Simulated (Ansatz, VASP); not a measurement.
PbF2: VASP beside Ansatz

INCAR

```
ALGO     = Normal         # electronic algorithm
EDIFF    = 1E-6           # SCF threshold, eV
ENCUT    = 600            # plane-wave cutoff, eV
GGA      = CA             # functional
GGA_COMPAT= F            
ISIF     = 2              # what is computed and relaxed
ISMEAR   = -1             # smearing method
LASPH    = T              # aspherical terms in the spheres
LCHARG   = T              # write CHGCAR
LELF     = T              # ELF
LREAL    = F              # projectors in reciprocal space
LVHAR    = T            
LWAVE    = F              # write WAVECAR
NBANDS   = 21             # bands
NELM     = 120            # most SCF steps
PREC     = Accurate       # precision mode
SIGMA    = 0.05           # smearing width, eV
```

The input KPOINTS:

```
k-points
0
Gamma
  8 8 8
```

The input POSCAR:

```
PbF2
1.0
    0.0000000000      2.9832874594      2.9832874594
    2.9832874594      0.0000000000      2.9832874594
    2.9832874594      2.9832874594      0.0000000000
Pb F
1 2
Direct
    0.0000000000      0.0000000000      0.0000000000
    0.7500000000      0.7500000000      0.7500000000
    0.2500000000      0.2500000000      0.2500000000
```

input.yaml

```yaml
crystal:
  lattice:
    - [0.0, 2.9832874594, 2.9832874594]
    - [2.9832874594, 0.0, 2.9832874594]
    - [2.9832874594, 2.9832874594, 0.0]
  atoms:
    - { symbol: Pb, position: [0.0, 0.0, 0.0] }
    - { symbol: F, position: [0.75, 0.75, 0.75] }
    - { symbol: F, position: [0.25, 0.25, 0.25] }
kpoints:
  mp_grid: { grid: [8, 8, 8] }
scf:
  occupations: { method: fermi_dirac, width: 0.05 }
hamiltonian:
  xc: lda
  pseudopotentials: { kind: all_electron, lapw: { basis_error: 0.002 } }
output:
  forces: true
  stress: true
  eigenvalues: true
```

Change from the starting cell: volume scaled by 1.02.

Alike in both runs: task single point; functional LDA; k mesh 8 × 8 × 8; occupations fermi-dirac, width 0.05 eV; no spin polarisation.

```csv
,VASP,Ansatz
version,VASP 6.6.1,Ansatz 0.2.0
potentials or method,"VASP PAW LDA potentials, release 64 (Pb_d, F), cutoff 600 eV","all-electron LAPW, scalar-relativistic"
```

Ansatz gave:

| Item | Value |
| --- | --- |
| gap on the k mesh at the Fermi level (eV) | 4.25 |
| least direct gap on the mesh (eV) | 4.41 |
| pressure (GPa) | -5.7 |

What did VASP give for the same quantities?

gap on the k mesh at the Fermi level (eV): 4.22; least direct gap on the mesh (eV): 4.38; pressure (GPa): -5.8.

LDA's correlation is that of Perdew and Zunger in VASP and of Perdew and Wang (1992) in Ansatz. Ansatz ran all-electron here, and VASP with PAW potentials.

Neither program's run includes spin-orbit coupling.
